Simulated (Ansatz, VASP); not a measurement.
# Two plane-wave programs on VSi2

```
V Si
1.0
     3.31296    0.00000    0.00000
     0.00000    3.31296    0.00000
     0.00000    0.00000    7.59359
V Si
2 4
Direct
  0.00000 0.50000 0.74942
  0.50000 0.00000 0.25058
  0.00000 0.00000 0.00000
  0.50000 0.50000 0.00000
  0.00000 0.50000 0.41116
  0.50000 0.00000 0.58884
```

Alike in both runs: functional PBE; k mesh 12 × 12 × 6; occupations gaussian, width 0.1 eV; no spin polarisation.

Ansatz relaxed the structure, and its values are those at the end. VASP's run is a single point on that final structure, the one shown.

|  | VASP | Ansatz |
| --- | --- | --- |
| version | VASP 6.6.1 | Ansatz 0.2.0 |
| potentials or method | VASP PAW PBE potentials, release 64 (V_sv, Si), cutoff 520 eV | scalar-relativistic, plane waves, PAW |
| valence electrons in the cell | 42 | 42 |

VASP gave:

| Item | Value |
| --- | --- |
| gap on the k mesh at the Fermi level (eV) | none |
| pressure (GPa) | 0.0 |
| rms of the force components (eV/Å) | 0.003 |

Q: Which values does Ansatz return?

A: gap on the k mesh at the Fermi level (eV): none; pressure (GPa): 0.0; rms of the force components (eV/Å): 0.000.

A gap of «none» marks a metal or a gap that the smearing closes. With one functional, cell and mesh, what is left measures potentials, basis and numerics.
